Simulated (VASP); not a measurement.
Y2I3:

```xyz
5
Lattice="5.0826 0.0000 0.0000 -2.5413 4.4017 0.0000 0.0000 0.0000 7.9078" Properties=species:S:1:pos:R:3 pbc="T T T"
Y     0.0000    2.9345    1.9374
Y     2.5413    1.4672    5.9704
I     0.0000    0.0000    0.0000
I     0.0000    2.9345    5.1005
I     2.5413    1.4672    2.8073
```

| Quantity | Value |
| --- | --- |
| Program | VASP 6.6.1 |
| Task | relaxation of cell and atoms |
| Functional | PBE |
| Potentials or basis | VASP PAW PBE potentials, release 64 (Y_sv, I) |
| Cutoff | 600 eV |
| k mesh | 6 × 6 × 2 |
| Occupations | gaussian, width 0.1 eV |
| Spin | no spin polarisation |

At the start: pressure -0.1 GPa; volume 35.38 Å³/atom.

**Question.** How do energy, volume and symmetry change on relaxing?

**Answer.** Over 13 steps the energy falls by 251.1 meV/atom and the volume is 33.08 Å³/atom (-6.5 %); space group P-3m1 (No. 164, to 0.1 Å) before and after.

Step by step:
| step | energy change (eV) | largest force (eV/Å) | pressure (GPa) | volume (Å³) |
| --- | --- | --- | --- | --- |
| 1 | 0.0000 | 0.8135 | -0.10 | 176.92 |
| 2 | -0.0764 | 0.8706 | -0.32 | 176.35 |
| 3 | -0.3278 | 1.0607 | -0.81 | 174.55 |
| 4 | -0.8672 | 0.8154 | -1.03 | 170.50 |
| 5 | -0.8649 | 1.1783 | 2.28 | 160.48 |
| 6 | -1.0590 | 0.5982 | -0.79 | 167.23 |
| 7 | -1.1461 | 0.7129 | 0.00 | 163.99 |
| 8 | -1.1318 | 0.8190 | 1.37 | 162.44 |
| 9 | -1.1858 | 0.3993 | 0.46 | 163.25 |
| 10 | -1.2373 | 0.1193 | -1.08 | 169.94 |
| 11 | -1.2396 | 0.1549 | -0.84 | 168.75 |
| 12 | -1.2132 | 0.2060 | 1.60 | 160.22 |
| 13 | -1.2554 | 0.0217 | 0.00 | 165.41 |

Final structure:
```cif
data_structure
_symmetry_space_group_name_H-M 'P 1'
_symmetry_Int_Tables_number 1
_cell_length_a 5.3071
_cell_length_b 5.3071
_cell_length_c 6.7812
_cell_angle_alpha 90.000
_cell_angle_beta 90.000
_cell_angle_gamma 120.000
_cell_volume 165.41
loop_
_atom_site_label
_atom_site_type_symbol
_atom_site_fract_x
_atom_site_fract_y
_atom_site_fract_z
_atom_site_occupancy
Y1 Y 0.33333 0.66667 0.15491 1
Y2 Y 0.66667 0.33333 0.84509 1
I1 I 0.00000 0.00000 0.00000 1
I2 I 0.33333 0.66667 0.67510 1
I3 I 0.66667 0.33333 0.32490 1
```

Caveat: the k points lie up to 0.46 Å⁻¹ apart in the final cell, too coarse for converged energies and pressures of a metal; an odd number of electrons without spin polarisation forces a metal; a magnetic or distorted state may lie lower.
